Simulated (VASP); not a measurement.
AgBr:

```
Ag Br
1.0
     0.00000    2.87015    2.87015
     2.87015    0.00000    2.87015
     2.87015    2.87015    0.00000
Ag Br
1 1
Direct
  0.00000 0.00000 0.00000
  0.50000 0.50000 0.50000
```

| Property | Result |
| --- | --- |
| Program | VASP 6.6.1 |
| Task | relaxation of cell and atoms |
| Functional | PBEsol |
| Potentials or basis | VASP PAW PBE potentials, release 64 (Ag, Br) |
| Cutoff | 500 eV |
| k mesh | 10 × 10 × 10 |
| Occupations | gaussian, width 0.02 eV |
| Spin | no spin polarisation |

At the start: pressure -1.7 GPa; volume 23.64 Å³/atom.

Question: How do energy, volume and symmetry change on relaxing?

Answer: Over 3 steps the energy falls by 4.5 meV/atom and the volume is 22.82 Å³/atom (-3.5 %); space group Fm-3m (No. 225, to 0.05 Å).

Step by step:
```
step  energy change (eV)  largest force (eV/Å)  pressure (GPa)  volume (Å³)
   1              0.0000                0.0000           -1.69        47.29
   2             -0.0090                0.0000            0.04        45.60
   3             -0.0090                0.0000            0.00        45.64
```

Final structure:
```
CELL_PARAMETERS angstrom
0.00000 2.83638 2.83638
2.83638 0.00000 2.83638
2.83638 2.83638 0.00000
ATOMIC_POSITIONS crystal
Ag 0.00000 0.00000 0.00000
Br 0.50000 0.50000 0.50000
```

Caveat: the PAW data sets were made with another functional, which shifts forces and pressure a little.
